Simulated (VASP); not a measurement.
Write the native input for VASP 6.6.1 that does the following.

* Task: single point
* Functional: PBE
* Potentials or basis: VASP PAW PBE potentials, release 64 (Co, Si, Ge_d)
* Cutoff: 520 eV
* k mesh: 12 × 12 × 10
* Occupations: gaussian, width 0.1 eV
* Spin: no spin polarisation
* Dipole correction: no
* Further INCAR settings: ALGO = Normal; EDIFF = 1e-06; NBANDS = 36

The structure of CoSiGe3 lies in POSCAR:

```
CoSiGe3
1.0
    5.3317275627      0.0000000000      0.0000000000
   -2.6658637814      4.6174115154      0.0000000000
    0.0000000000      0.0000000000      4.2789851936
Co Si Ge
1 1 3
Direct
    0.0000000000      0.0000000000      0.0000000000
    0.0000000000      0.0000000000      0.5000000000
    0.5000000000      0.0000000000      0.0000000000
    0.0000000000      0.5000000000      0.0000000000
    0.5000000000      0.5000000000      0.0000000000
```

The cell was built from a structure type or drawn by symmetry, and may not be a known phase.

One way to write it, as run:

INCAR

```
PREC     = Accurate       # precision mode
ENCUT    = 520            # plane-wave cutoff, eV
EDIFF    = 1E-6           # SCF threshold, eV
ISMEAR   = 0              # smearing method
SIGMA    = 0.1            # smearing width, eV
LREAL    = F              # projectors in reciprocal space
LASPH    = T              # aspherical terms in the spheres
NELM     = 80             # most SCF steps
ALGO     = Normal         # electronic algorithm
ISIF     = 2              # what is computed and relaxed
LWAVE    = F              # write WAVECAR
LCHARG   = T              # write CHGCAR
GGA      = PE             # functional
LELF     = T              # ELF
LVHAR    = T            
NBANDS   = 36             # bands
```

KPOINTS

```
regular mesh
0
Gamma
  12 12 10
```

Potentials or basis: VASP PAW PBE potentials, release 64 (Co, Si, Ge_d).

Launch:

```sh
$ cat potpaw_PBE.64/Co/POTCAR potpaw_PBE.64/Si/POTCAR potpaw_PBE.64/Ge_d/POTCAR > POTCAR
$ mpirun -np 1 vasp_std > vasp.out
```

Results of the run:

- Pressure: 0.1 GPa
- Band gap on the k mesh: zero (an odd number of electrons rules out a gap without spin polarisation)

Caveat: the run has no spin polarisation, though such a crystal can be magnetic.

Run time: 9.2 min on 1 thread of Intel Xeon 8259CL (shared host), peak memory 0.49 GiB.
